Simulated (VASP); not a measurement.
Here is a VASP 6.6.1 calculation.

The input INCAR:

```
SYSTEM = Pd
  PREC = Accurate
  ENCUT = 520
  EDIFF = 1E-6
  ISMEAR = 0
  SIGMA = 0.2
  LREAL = .FALSE.
  LASPH = .TRUE.
  NELM = 150
  ALGO = Normal
  ISIF = 2
  LWAVE = .FALSE.
  LCHARG = .FALSE.
  ISPIN = 2
  MAGMOM = 0.288
  LORBIT = 11
  LMAXMIX = 4
  GGA = PE
  NBANDS = 15
```

KPOINTS

```
Automatic mesh
0
G
  14 14 14
  0 0 0
```

POSCAR

```
Pd
1.0
    0.0000000000      1.9737080107      1.9737080107
    1.9737080107      0.0000000000      1.9737080107
    1.9737080107      1.9737080107      0.0000000000
Pd
1
Direct
    0.0000000000      0.0000000000      0.0000000000
```

Potentials or basis: VASP PAW PBE potentials, release 64 (Pd).

Run with:

```sh
$ cat potpaw_PBE.64/Pd/POTCAR > POTCAR
$ mpirun -np 1 vasp_std > vasp.out
```

Question: What does it give for the net moment?

Answer: 0.14 μB per cell.

Question: Predict the site moments.

Answer: Pd +0.14 μB.
